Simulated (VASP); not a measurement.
Set up this calculation in VASP 6.6.1, as the native input.

* Task: relaxation of cell and atoms
* Functional: PBE
* Potentials or basis: VASP PAW PBE potentials, release 64 (Be, Cd, S)
* Cutoff: 600 eV
* k mesh: 6 × 6 × 2
* Occupations: gaussian, width 0.1 eV
* Spin: no spin polarisation
* Dipole correction: no
* Further INCAR settings: ALGO = Normal; EDIFF = 1e-06; IBRION = 2; EDIFFG = -0.04; NSW = 90; ISIF = 3

The structure of BeCd2S3 lies in POSCAR:

```
BeCd2S3
1.0
    4.4825269500      0.0000000000      0.0000000000
   -2.2412634700      3.8819822100      0.0000000000
    0.0000000000      0.0000000000      8.1160959600
Be Cd S
1 2 3
Direct
    0.0000000000      0.0000000000      0.4425637300
    0.0000000000      0.0000000000      0.8303825000
    0.0000000000      0.0000000000      0.0706205000
    0.3333333300      0.6666666700      0.8535468400
    0.6666666700      0.3333333300      0.8535468400
    0.0000000000      0.0000000000      0.6167539400
```

These files were run (other wordings do the same):

INCAR

```
SYSTEM = BeCd2S3
ALGO = Normal
EDIFF = 1E-6
EDIFFG = -0.04
ENCUT = 600
GGA = PE
IBRION = 2
ISIF = 3
ISMEAR = 0
LASPH = .True.
LCHARG = .False.
LREAL = .False.
LWAVE = .False.
NELM = 100
NSW = 90
PREC = Accurate
SIGMA = 0.1
```

KPOINTS

```
k-points
0
Gamma
  6 6 2
  0 0 0
```

Potentials or basis: VASP PAW PBE potentials, release 64 (Be, Cd, S).

Command:

```sh
$ cat potpaw_PBE.64/Be/POTCAR potpaw_PBE.64/Cd/POTCAR potpaw_PBE.64/S/POTCAR > POTCAR
$ mpirun -np 1 vasp_std > vasp.out
```

Results of the run:

| Quantity | Value |
| --- | --- |
| Relaxed volume | 28.80 Å³/atom |
| Relaxed cell | a = 4.543 Å, b = 4.543 Å, c = 9.671 Å, α = 90.00°, β = 90.00°, γ = 120.00° |
| Space group after relaxing (to 0.05 Å) | P6mm (No. 183) |
| Energy gained by relaxing | 2871.1 meV/atom |
| Ionic steps | 38 |
| Pressure after relaxing | 0.0 GPa |
| Largest force after relaxing | 0.024 eV/Å |
| Band gap on the k mesh | zero (band 22 reaches 0.75 eV, above the bottom of band 23 at 0.18 eV) |

Caveat: the k points lie up to 0.32 Å⁻¹ apart in the final cell; the volume moved by over 15 % at a fixed basis, so the end points are rough.

Wall time 17 min on 1 thread of Intel(R) Xeon(R) Platinum 8488C (Sapphire Rapids) (shared host), peak memory 0.34 GiB.
